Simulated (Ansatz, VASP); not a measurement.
## Two plane-wave programs on Pd

The input POSCAR:

```
Pd
1.0
    2.6426018963      0.0000000000      0.0000000000
   -1.3213009482      2.2885603743      0.0000000000
    0.0000000000      0.0000000000      8.7291880290
Pd
4
Direct
    0.0000000000      0.0000000000      0.0000000000
    0.0000000000      0.0000000000      0.5000000000
    0.3333333333      0.6666666667      0.2500000000
    0.6666666667      0.3333333333      0.7500000000
```

Contents of INCAR.step1:

```
SYSTEM = Pd
PREC     = Accurate       ! precision mode
ENCUT    = 520            ! plane-wave cutoff, eV
ISMEAR   = -1             ! smearing method
SIGMA    = 0.05           ! smearing width, eV
LREAL    = .FALSE.        ! projectors in reciprocal space
LASPH    = .TRUE.         ! aspherical terms in the spheres
NELM     = 150            ! most SCF steps
ISPIN    = 2              ! spin polarisation
MAGMOM   = 0.438 0.438 0.453 0.453 ! initial moments
LMAXMIX  = 4              ! l up to which the mixer works
NBANDS   = 32             ! bands
GGA      = PE             ! functional
ALGO     = Normal         ! electronic algorithm
EDIFF    = 1E-4           ! SCF threshold, eV
LWAVE    = .TRUE.         ! write WAVECAR
LCHARG   = .FALSE.        ! write CHGCAR
```

Contents of INCAR.step2:

```
SYSTEM = Pd
PREC     = Accurate       ! precision mode
ENCUT    = 520            ! plane-wave cutoff, eV
EDIFF    = 1E-6           ! SCF threshold, eV
ISMEAR   = -1             ! smearing method
SIGMA    = 0.05           ! smearing width, eV
LREAL    = .FALSE.        ! projectors in reciprocal space
LASPH    = .TRUE.         ! aspherical terms in the spheres
NELM     = 150            ! most SCF steps
ALGO     = Normal         ! electronic algorithm
ISIF     = 2              ! what is computed and relaxed
LWAVE    = .FALSE.        ! write WAVECAR
LCHARG   = .FALSE.        ! write CHGCAR
ISPIN    = 2              ! spin polarisation
MAGMOM   = 0.438 0.438 0.453 0.453 ! initial moments
LORBIT   = 11             ! projections on sites
LMAXMIX  = 4              ! l up to which the mixer works
METAGGA  = R2SCAN         ! meta-GGA
LMIXTAU  = .TRUE.       
NBANDS   = 32             ! bands
ISTART   = 1
```

File KPOINTS:

```
Automatic mesh
0
G
  15 15 4
  0 0 0
```

Input for Ansatz:

```yaml
crystal:
  lattice:
    - [2.6426018963, 0.0, 0.0]
    - [-1.3213009482, 2.2885603743, 0.0]
    - [0.0, 0.0, 8.729188029]
  atoms:
    - { symbol: Pd, position: [0.0, 0.0, 0.0], spin: 0.438 }
    - { symbol: Pd, position: [0.0, 0.0, 0.5], spin: 0.438 }
    - { symbol: Pd, position: [0.3333333333, 0.6666666667, 0.25], spin: 0.453 }
    - { symbol: Pd, position: [0.6666666667, 0.3333333333, 0.75], spin: 0.453 }
hamiltonian:
  xc: r2scan
  pseudopotentials:
    kind: paw
    azcp:
      Pd: "pseudopotentials/Pd.paw.azcp"
basis:
  ecutwfc: 500
  fft_grid_basis: typed
kpoints:
  mp_grid: { grid: [15, 15, 4], shift: [0, 0, 0] }
magnetization:
  spin_polarized: true
scf:
  occupations: { method: fermi_dirac, width: 0.05 }
  lower_state_search: "off"
output:
  stress: true
  write_density: true
  write_potential: true
  elf: true
  volumetric_format: npy
```

Alike in both runs: task single point; functional r2SCAN; k mesh 15 × 15 × 4; occupations fermi-dirac, width 0.05 eV; collinear spin.

|  | VASP | Ansatz |
| --- | --- | --- |
| version | VASP 6.6.1 | Ansatz 0.2.0 |
| potentials or method | VASP PAW PBE potentials, release 64 (Pd), cutoff 520 eV | plane waves (500 eV) with PAW, scalar-relativistic |
| valence electrons in the cell | 40 | 72 |

VASP gave:

```
net moment per atom (μB)                                      : 0.00
size of the moment on the site where the two differ most (μB) : 0.00
```

Question: Which values does Ansatz return?

Answer: net moment per atom (μB): 0.38; size of the moment on the site where the two differ most (μB): 0.40.

The net moments are unlike, so the other rows may belong to different states. VASP's potentials were made for PBE, not for r2SCAN. Site moments also hang on the region over which each program counts them. VASP's potentials hold 40 valence electrons a cell and Ansatz's 72, so a difference there can come from the potentials and not from the codes. Ansatz's warnings: stability check not made.
